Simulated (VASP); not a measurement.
Crystal: BiIr.

```xyz
2
Lattice="0.0000 2.8129 2.8129 2.8129 0.0000 2.8129 2.8129 2.8129 0.0000" Properties=species:S:1:pos:R:3 pbc="T T T"
Ir    2.8129    2.8129    2.8129
Bi    0.0000    0.0000    0.0000
```

Base run:

```yaml
Program: VASP 6.6.1
Functional: PBEsol
Potentials_or_basis: VASP PAW PBE potentials, release 64 (Ir, Bi_d)
Cutoff: 520 eV
k_mesh: 10 × 10 × 10
Occupations: gaussian, width 0.05 eV
Spin: no spin polarisation
```

Its results: band gap on the k mesh zero (band 12 reaches 9.80 eV, above the bottom of band 13 at 7.14 eV); pressure -5.3 GPa.

Task: The run is repeated on the same cell with these changes: functional from PBEsol to r2SCAN. What comes out?

Result: Band gap on the k mesh zero (band 12 reaches 9.90 eV, above the bottom of band 13 at 7.03 eV); pressure -3.2 GPa.

Caveats: the PAW data sets were made with another functional, which shifts forces and pressure a little; spin-orbit coupling is left out, which moves the levels of the heavy elements.
